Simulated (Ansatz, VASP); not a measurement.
# Ba: VASP beside Ansatz

```
CELL_PARAMETERS angstrom
7.05819 0.00000 0.00000
-3.52910 6.11257 0.00000
0.00000 0.00000 4.06139
ATOMIC_POSITIONS crystal
Ba 0.33333 0.66667 0.50000
Ba 0.66667 0.33333 0.50000
```

Alike in both runs: task single point; functional PBE; k mesh 9 × 9 × 12; occupations gaussian, width 0.1 eV; no spin polarisation.

|  | VASP | Ansatz |
| --- | --- | --- |
| version | VASP 6.6.1 | Ansatz 0.2.0 |
| potentials or method | VASP PAW PBE potentials, release 64 (Ba_sv), cutoff 520 eV | scalar-relativistic, plane waves, PAW |
| valence electrons in the cell | 20 | 20 |

|  | VASP | Ansatz | Ansatz less VASP |
| --- | --- | --- | --- |
| gap on the k mesh at the Fermi level (eV) | none | none | - |
| pressure (GPa) | 0.0 | 0.0 | -0.05 |
| traceless stress, the component that is largest in VASP (GPa) | -0.57 | -0.58 | -0.011 |

A gap of «none» marks a metal or a gap that the smearing closes.

Spin-orbit coupling is off throughout.
